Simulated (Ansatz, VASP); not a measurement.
**Os in VASP and in Ansatz**

```
CELL_PARAMETERS angstrom
1.36147 0.78604 6.50459
-1.36147 0.78604 6.50459
0.00000 -1.57209 6.50459
ATOMIC_POSITIONS crystal
Os 0.00000 0.00000 0.00000
Os 0.22074 0.22074 0.22074
Os 0.77926 0.77926 0.77926
```

Alike in both runs: functional PBEsol; k mesh 21 × 21 × 21; occupations gaussian, width 0.1 eV; no spin polarisation.

Ansatz relaxed the structure, and its values are those at the end. VASP's run is a single point on that final structure, the one shown.

|  | VASP | Ansatz |
| --- | --- | --- |
| version | VASP 6.6.1 | Ansatz 0.2.0 |
| potentials or method | VASP PAW PBE potentials, release 64 (Os), cutoff 520 eV | scalar-relativistic, plane waves, PAW |
| valence electrons in the cell | 24 | 48 |

Ansatz gave:

| Property | Result |
| --- | --- |
| gap on the k mesh at the Fermi level (eV) | none |
| pressure (GPa) | 0.0 |

Task: Which values does VASP return?

Result: gap on the k mesh at the Fermi level (eV): none; pressure (GPa): 0.5.

VASP's potentials were made for PBE, not for PBEsol. A gap of «none» marks a metal or a gap that the smearing closes. The functional is the same, so the differences come from potentials, cutoffs and numerics. VASP's potentials hold 24 valence electrons a cell and Ansatz's 48, so a difference there can come from the potentials and not from the codes.

Spin-orbit coupling is off throughout.
